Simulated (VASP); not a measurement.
C:

```xyz
1
Lattice="-1.4062 1.4062 1.4062 1.4062 -1.4062 1.4062 1.4062 1.4062 -1.4062" Properties=species:S:1:pos:R:3 pbc="T T T"
C     0.0000    0.0000    0.0000
```

- Program: VASP 6.6.1
- Task: relaxation of cell and atoms
- Functional: PBE
- Potentials or basis: VASP PAW PBE potentials, release 64 (C)
- Cutoff: 600 eV
- k mesh: 16 × 16 × 16
- Occupations: fermi-dirac, width 0.03 eV
- Spin: no spin polarisation

At the start: pressure -31.5 GPa; volume 11.12 Å³/atom.

Question: How do energy, volume and symmetry change on relaxing?

Answer: Over 20 steps the energy falls by 662.6 meV/atom and the volume is 6.64 Å³/atom (-40.3 %); space group Im-3m (No. 229, to 0.05 Å).

Step by step:
| step | energy change (eV) | largest force (eV/Å) | pressure (GPa) | volume (Å³) |
| --- | --- | --- | --- | --- |
| 1 | 0.0000 | 0.0000 | -31.52 | 11.12 |
| 2 | -0.5598 | 0.0000 | -21.17 | 7.96 |
| 3 | -0.6606 | 0.0000 | -3.98 | 6.79 |
| 4 | -0.6623 | 0.0000 | 1.68 | 6.58 |
| 5 | -0.6625 | 0.0000 | -0.53 | 6.66 |
| 6 | -0.6625 | 0.0000 | -0.51 | 6.66 |
| 7 | -0.6625 | 0.0000 | -0.49 | 6.66 |
| 8 | -0.6625 | 0.0000 | -0.48 | 6.66 |
| 9 | -0.6625 | 0.0000 | -0.48 | 6.66 |
| 10 | -0.6625 | 0.0000 | -0.48 | 6.66 |
| 11 | -0.6625 | 0.0000 | -0.48 | 6.66 |
| 12 | -0.6625 | 0.0000 | -0.48 | 6.66 |
| 13 | -0.6625 | 0.0000 | -0.47 | 6.66 |
| 14 | -0.6625 | 0.0000 | -0.47 | 6.66 |
| 15 | -0.6625 | 0.0000 | -0.45 | 6.66 |
| 16 | -0.6625 | 0.0000 | -0.42 | 6.65 |
| 17 | -0.6626 | 0.0000 | -0.36 | 6.65 |
| 18 | -0.6626 | 0.0000 | -0.14 | 6.65 |
| 19 | -0.6626 | 0.0000 | 0.21 | 6.63 |
| 20 | -0.6626 | 0.0000 | 0.00 | 6.64 |

Final structure:
```xyz
1
Lattice="-1.1841 1.1841 1.1841 1.1841 -1.1841 1.1841 1.1841 1.1841 -1.1841" Properties=species:S:1:pos:R:3 pbc="T T T"
C     0.0000    0.0000    0.0000
```

Caveat: the volume moved by over 15 % at a fixed basis, so the end points are rough.
